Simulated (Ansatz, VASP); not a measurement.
## Two plane-wave programs on AlP

```
CELL_PARAMETERS angstrom
0.00000 2.75386 2.75386
2.75386 0.00000 2.75386
2.75386 2.75386 0.00000
ATOMIC_POSITIONS crystal
Al 0.00000 0.00000 0.00000
P 0.75000 0.75000 0.75000
```

Alike in both runs: functional PBE; k mesh 8 × 8 × 8; occupations gaussian, width 0.02 eV; no spin polarisation.

Ansatz relaxed the structure, and its values are those at the end. VASP's run is a single point on that final structure, the one shown.

|  | VASP | Ansatz |
| --- | --- | --- |
| version | VASP 6.6.1 | Ansatz 0.2.0 |
| potentials or method | VASP PAW PBE potentials, release 64 (Al, P), cutoff 500 eV | scalar-relativistic, plane waves, PAW |
| valence electrons in the cell | 8 | 8 |

```tsv
	VASP	Ansatz	Ansatz less VASP
gap on the k mesh at the Fermi level (eV)	1.63	1.63	+0.002
least direct gap on the mesh (eV)	3.08	3.09	+0.002
pressure (GPa)	-0.1	0.0	+0.09
```

With one functional, cell and mesh, what is left measures potentials, basis and numerics.
